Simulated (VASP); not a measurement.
# Tc (Fm-3m) in VASP: a series of runs

Tc is run at these levels: LDA; tasks: relaxation of cell and atoms.

Program: VASP 6.6.1. These are calculated values, not measurements. Logs are shortened: lines on timing, memory, paths and dates and some standing lists are left out, and cuts for length are marked.

**1. The cell of the first run**

The structure is cubic, space group Fm-3m (No. 225). Conventional cell: a = 3.850 Å, b = 3.850 Å, c = 3.850 Å, α = 90.00°, β = 90.00°, γ = 90.00°. Tc (site symmetry m-3m) has 12 Tc at 2.72 Å within 3.6 Å.

This isn't the form of Tc at room conditions, which is hcp.

**2. Relaxation of cell and atoms, LDA**

Contents of INCAR:

```
PREC = Accurate ; ENCUT = 500
EDIFF = 1E-7 ; ISMEAR = -1
SIGMA = 0.1 ; LREAL = F
LASPH = T ; NELM = 120
ALGO = Normal ; ISIF = 3
LWAVE = F ; LCHARG = F
IBRION = 2 ; NSW = 80
EDIFFG = -0.02 ; GGA_COMPAT = F
NELMIN = 4
```

Contents of KPOINTS:

```
regular mesh
0
Gamma
  9 9 9
```

Contents of POSCAR:

```
Tc
1.0
    0.0000000000      1.9250000000      1.9250000000
    1.9250000000      0.0000000000      1.9250000000
    1.9250000000      1.9250000000      0.0000000000
Tc
1
Direct
    0.0000000000      0.0000000000      0.0000000000
```

Potentials or basis: VASP PAW LDA potentials, release 64 (Tc_pv).

Command:

```sh
cat potpaw_LDA.64/Tc_pv/POTCAR > POTCAR
mpirun -np 1 vasp_std > vasp.out
```

OUTCAR:

```text
PREC = Accurate
   ENCUT = 500
   EDIFF = 1E-7
   ISMEAR = -1
   LREAL = F
   LASPH = T
   NELM = 120
   ISIF = 3
   IBRION = 2
   NSW = 80
   EDIFFG = -0.02
   NELMIN = 4

 ion  position               nearest neighbor table
   1  0.000  0.000  0.000-

  LATTYP: Found a face centered cubic cell.
 ALAT       =     3.8500000000

  Lattice vectors:

 A1 = (   0.0000000000,   1.9250000000,   1.9250000000)
 A2 = (   1.9250000000,   0.0000000000,   1.9250000000)
 A3 = (   1.9250000000,   1.9250000000,   0.0000000000)

Analysis of symmetry for initial positions (statically):
=====================================================================
 Subroutine PRICEL returns:
 Original cell was already a primitive cell.

 Routine SETGRP: Setting up the symmetry group for a
 face centered cubic supercell.

 Subroutine GETGRP returns: Found 48 space group operations
 (whereof 48 operations were pure point group operations)
 out of a pool of 48 trial point group operations.

The static configuration has the point symmetry O_h .

Analysis of symmetry for dynamics (positions and initial velocities):
=====================================================================
 Subroutine PRICEL returns:
 Original cell was already a primitive cell.

 Routine SETGRP: Setting up the symmetry group for a
 face centered cubic supercell.

 Subroutine GETGRP returns: Found 48 space group operations
 (whereof 48 operations were pure point group operations)
 out of a pool of 48 trial point group operations.

The dynamic configuration has the point symmetry O_h .

 Subroutine INISYM returns: Found 48 space group operations
 (whereof 48 operations are pure point group operations),
 and found     1 'primitive' translations

----------------------------------------------------------------------------------------

                                     Primitive cell

  volume of cell :      14.2667

  direct lattice vectors                    reciprocal lattice vectors
     0.000000000  1.925000000  1.925000000    -0.259740260  0.259740260  0.259740260
     1.925000000  0.000000000  1.925000000     0.259740260 -0.259740260  0.259740260
     1.925000000  1.925000000  0.000000000     0.259740260  0.259740260 -0.259740260

  length of vectors
     2.722361108  2.722361108  2.722361108     0.449883327  0.449883327  0.449883327

  position of ions in fractional coordinates (direct lattice)
     0.000000000  0.000000000  0.000000000

  ion indices of the primitive-cell ions
   primitive index   ion index
                 1           1

----------------------------------------------------------------------------------------

 KPOINTS: regular mesh

Automatic generation of k-mesh.
 Grid dimensions read from file:
 generate k-points for:    9    9    9

 Generating k-lattice:

  Cartesian coordinates                     Fractional coordinates (reciprocal lattice)
    -0.028860029  0.028860029  0.028860029     0.111111111  0.000000000  0.000000000
     0.028860029 -0.028860029  0.028860029     0.000000000  0.111111111  0.000000000
     0.028860029  0.028860029 -0.028860029     0.000000000  0.000000000  0.111111111

  Length of vectors
     0.049987036  0.049987036  0.049987036

  Shift w.r.t. Gamma in fractional coordinates (k-lattice)
     0.000000000  0.000000000  0.000000000

 Subroutine IBZKPT returns following result:
 ===========================================

 Found     35 irreducible k-points:

 Following reciprocal coordinates:
            Coordinates               Weight
  0.000000  0.000000  0.000000      1.000000
  0.111111  0.000000  0.000000      8.000000
  0.222222  0.000000  0.000000      8.000000
  0.333333  0.000000  0.000000      8.000000
  0.444444  0.000000  0.000000      8.000000
  0.111111  0.111111  0.000000      6.000000
[... 16 lines left out ...]
 -0.333333  0.333333  0.000000     12.000000
  0.444444  0.444444  0.000000      6.000000
 [... further k-points ...]
   k-points           NKPTS =     35   k-points in BZ     NKDIM =     35   number of bands    NBANDS=     10
   number of dos      NEDOS =    301   number of ions     NIONS =      1
   total plane-waves  NPLWV =   8000
   dimension x,y,z NGX =    20 NGY =   20 NGZ =   20
   dimension x,y,z NGXF=    40 NGYF=   40 NGZF=   40
   ions per type =               1
   NGX,Y,Z   is equivalent  to a cutoff of  12.21, 12.21, 12.21 a.u.
   NGXF,Y,Z  is equivalent  to a cutoff of  24.43, 24.43, 24.43 a.u.
 SYSTEM =  unknown system
   PREC   = accura    normal or accurate (medium, high low for compatibility)
   ISTART =      0    job   : 0-new  1-cont  2-samecut
   ICHARG =      2    charge: 1-file 2-atom 10-const
   ISPIN  =      1    spin polarized calculation?
   LNONCOLLINEAR =      F non collinear calculations
   LSORBIT =      F    spin-orbit coupling
   LASPH  =      T    aspherical Exc in radial PAW
   ENCUT  =  500.0 eV  36.75 Ry    6.06 a.u.   4.96  4.96  4.96*2*pi/ulx,y,z
   NELM   =    120;   NELMIN=  4; NELMDL= -5     # of ELM steps
   EDIFF  = 0.1E-06   stopping-criterion for ELM
   LREAL  =      F    real-space projection
   EDIFFG = -.2E-01   stopping-criterion for IOM
   NSW    =     80    number of steps for IOM
   IBRION =      2    ionic relax: 0-MD 1-quasi-New 2-CG
   NFREE  =      1    steps in history (QN), initial steepest desc. (CG)
   ISIF   =      3    stress and relaxation
   ISYM   =      2    0-nonsym 1-usesym 2-fastsym
   POTIM  = 0.5000    time-step for ionic-motion
   TEBEG  =    0.0;   TEEND  =   0.0 temperature during run
   PSTRESS=    0.0 pullay stress
   NELECT =      13.0000    total number of electrons
   NUPDOWN=      -1.0000    fix difference up-down
   EMIN   =  10.00;   EMAX   =-10.00  energy-range for DOS
   EFERMI =   0.00;   METHOD = LEGACY
   ISMEAR =    -1;   SIGMA  =   0.10  broadening in eV -4-tet -1-fermi 0-gaus
   EFERMI_NEDOS =   21; number of points for ismear=-14 and -15
   IALGO  =     38    algorithm
   IMIX   =      4    mixing-type and parameters
     AMIX     =   0.40;   BMIX     =  1.00
     AMIX_MAG =   1.60;   BMIX_MAG =  1.00
  volume/ion in A,a.u.               =      14.27        96.28
  Fermi-wavevector in a.u.,A,eV,Ry     =   1.587140  2.999260 34.273254  2.519013
  Thomas-Fermi vector in A             =   2.686343
   LORBIT       =      0    0 simple, 1 ext, 2 COOP (PROOUT), +10 PAW based schemes
   GGA     = CA    functional components
   LHFCALC =     F    Hartree Fock is set to
   AEXX    =    0.0000 exact exchange contribution
   IVDW    =     0    specifies the selected vdW correction
   LEPSILON=     F    determine dielectric tensor
   LRPA    =     F    only Hartree local field effects (RPA)
 conjugate gradient relaxation of ions
 non-spin polarized calculation
  energy-cutoff  :      500.00
  volume of cell :       14.27
 maximum number of plane-waves:       375
   NGX =  9   NGY =  9   NGZ =  9

--------------------------------------- Ionic step        1  -------------------------------------------

 number of electron      12.9999996 magnetization

 Free energy of the ion-electron system (eV)
  ---------------------------------------------------
  ext. energy  EPLUGINS =         0.00000000
  ---------------------------------------------------
  free energy    TOTEN  =       -11.65607757 eV

  energy without entropy =      -11.61278730  energy(sigma->0) =      -11.63443244

------------------------ aborting loop because EDIFF is reached ----------------------------------------

  FORCE on cell =-STRESS in cart. coord.  units (eV):
  Direction    XX          YY          ZZ          XY          YZ          ZX
  --------------------------------------------------------------------------------------
  -------------------------------------------------------------------------------------
  Total       -0.8638880     -0.8638880     -0.8638880      0.0000000     -0.0000000      0.0000000
  in kB      -97.0165490    -97.0165490    -97.0165490      0.0000000     -0.0000000      0.0000000
  external PRESSURE =     -97.0165490 kB  Pullay stress =       0.0000000 kB
[... 90 lines left out ...]
  energy  without entropy=      -11.6269712563  energy(sigma->0) =      -11.64815042

--------------------------------------- Ionic step        4  -------------------------------------------

 number of electron      12.9999997 magnetization

 Free energy of the ion-electron system (eV)
  ---------------------------------------------------
  ext. energy  EPLUGINS =         0.00000000
  ---------------------------------------------------
  free energy    TOTEN  =       -11.66935313 eV

  energy without entropy =      -11.62702815  energy(sigma->0) =      -11.64819064

 E-fermi :  13.3049     XC(G=0): -14.2206

 val. band max:       13.2429683909   @ k =  -0.4444   0.1111   0.0000
 cond. band min:      13.3612624256   @ k =   0.2222   0.1111   0.0000
 fundamental gap:      0.1182940347
 Fermi energy:        13.3049198488

 k-point     1 :       0.0000    0.0000    0.0000
  band No.  band energies     occupation
      1     -24.7990      2.00000
      2     -24.7990      2.00000
      3     -24.7990      2.00000
      4       5.6271      2.00000
      5      11.3872      2.00000
      6      11.3872      2.00000
      7      11.3872      2.00000
      8      14.1609      0.00038
      9      14.1609      0.00038
     10      27.2867      0.00000
[... 287 lines left out ...]
 k-point    24 :       0.4444    0.4444    0.0000
  band No.  band energies     occupation
      1     -26.1152      2.00000
      2     -25.3016      2.00000
      3     -25.3016      2.00000
      4       7.1518      2.00000
      5       7.7444      2.00000
      6      16.2047      0.00000
      7      16.6572      0.00000
      8      16.6572      0.00000
      9      16.8003      0.00000
     10      27.0865      0.00000

 [... further k-points ...]

------------------------ aborting loop because EDIFF is reached ----------------------------------------

  FORCE on cell =-STRESS in cart. coord.  units (eV):
  Direction    XX          YY          ZZ          XY          YZ          ZX
  --------------------------------------------------------------------------------------
  -------------------------------------------------------------------------------------
  Total       -0.0035486     -0.0035486     -0.0035486      0.0000000     -0.0000000     -0.0000000
  in kB       -0.4107467     -0.4107467     -0.4107467      0.0000000     -0.0000000     -0.0000000
  external PRESSURE =      -0.4107467 kB  Pullay stress =       0.0000000 kB
[... 16 lines left out ...]
  FREE ENERGIE OF THE ION-ELECTRON SYSTEM (eV)
  ---------------------------------------------------
  free  energy   TOTEN  =       -11.6693531267 eV

  energy  without entropy=      -11.6270281500  energy(sigma->0) =      -11.64819064

 reached required accuracy - stopping structural energy minimisation
```

Run time: 5.8 s. Hardware: 1 thread of Intel Xeon 6975P-C (Granite Rapids), shared host; peak memory 0.12 GiB.

What came out:

```
Free energy                           : -11.6694 eV
Relaxed volume                        : 13.84 Å³/atom
Relaxed cell                          : a = 2.695 Å, b = 2.695 Å, c = 2.695 Å, α = 60.00°, β = 60.00°, γ = 60.00°
Space group after relaxing (to 0.1 Å) : Fm-3m (No. 225)
Energy gained by relaxing             : 13.3 meV/atom
Ionic steps                           : 4
Pressure after relaxing               : 0.0 GPa
Band gap on the k mesh                : zero (an odd number of electrons rules out a gap without spin polarisation)
```

The path:
```tsv
step	energy change (eV)	largest force (eV/Å)	pressure (GPa)	volume (Å³)
1	0.0000	0.0000	-9.70	14.27
2	0.1376	0.0000	41.04	12.56
3	-0.0133	0.0000	-0.44	13.86
4	-0.0133	0.0000	-0.04	13.84
```

Final structure:
```
Tc
1.0
     0.00000    1.90570    1.90570
     1.90570    0.00000    1.90570
     1.90570    1.90570    0.00000
Tc
1
Direct
  0.00000 0.00000 0.00000
```

Levels at points of the mesh, in eV from the Fermi level:
| k point | band 3 | band 4 | band 5 | band 6 | band 7 | band 8 | band 9 | band 10 |
| --- | --- | --- | --- | --- | --- | --- | --- | --- |
| (0.00, 0.00, 0.00) | -38.10 | -7.68 | -1.92 | -1.92 | -1.92 | 0.86 | 0.86 | 13.98 |

(Part 1 of 2 ends here.)
